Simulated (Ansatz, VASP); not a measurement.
KBr in VASP and in Ansatz

```xyz
2
Lattice="0.0000 3.3000 3.3000 3.3000 0.0000 3.3000 3.3000 3.3000 0.0000" Properties=species:S:1:pos:R:3 pbc="T T T"
Br    3.3000    3.3000    3.3000
K     0.0000    0.0000    0.0000
```

Alike in both runs: task relaxation of cell and atoms; functional BLYP; dispersion D3(BJ); k mesh 7 × 7 × 7; occupations fermi-dirac, width 0.05 eV; no spin polarisation.

```csv
,VASP,Ansatz
version,VASP 6.6.1,Ansatz 0.2.0
potentials or method,"VASP PAW PBE potentials, release 64 (Br, K_sv), cutoff 600 eV","all-electron LAPW, scalar-relativistic"
```

|  | VASP | Ansatz | Ansatz less VASP |
| --- | --- | --- | --- |
| relaxed volume (Å³/atom) | 34.55 | 34.22 | -0.326 |
| relaxed length of the cell vector where the two differ most in proportion (Å) | 4.606 | 4.591 | -0.0145 |

VASP's potentials were made for PBE, not for BLYP. Ansatz ran all-electron here, and VASP with PAW potentials.
